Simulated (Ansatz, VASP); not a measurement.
One calculation of MgO, two programs

```
CELL_PARAMETERS angstrom
3.66070 0.00000 0.00000
-1.83035 3.17026 0.00000
0.00000 0.00000 4.17804
ATOMIC_POSITIONS crystal
Mg 0.66667 0.33333 0.75000
Mg 0.33333 0.66667 0.25000
O 0.66667 0.33333 0.25000
O 0.33333 0.66667 0.75000
```

Change from the starting cell: strain +0.050 along x and y, +0.000 along z, atoms carried along.

Alike in both runs: task single point; functional PBEsol; k mesh 9 × 9 × 6; occupations gaussian, width 0.05 eV; no spin polarisation.

|  | VASP | Ansatz |
| --- | --- | --- |
| version | VASP 6.6.1 | Ansatz 0.2.0 |
| potentials or method | VASP PAW PBE potentials, release 64 (Mg, O), cutoff 520 eV | scalar-relativistic, plane waves, PAW |
| valence electrons in the cell | 16 | 32 |

Ansatz gave:

```
gap on the k mesh at the Fermi level (eV)                     : 2.93
least direct gap on the mesh (eV)                             : 2.93
pressure (GPa)                                                : -8.9
traceless stress, the component that is largest in VASP (GPa) : 3.33
```

Q: Which values does VASP return?

A: gap on the k mesh at the Fermi level (eV): 2.93; least direct gap on the mesh (eV): 2.93; pressure (GPa): -9.4; traceless stress, the component that is largest in VASP (GPa): 3.30.

VASP's potentials were made for PBE, not for PBEsol. VASP's potentials hold 16 valence electrons a cell and Ansatz's 32, so a difference there can come from the potentials and not from the codes.
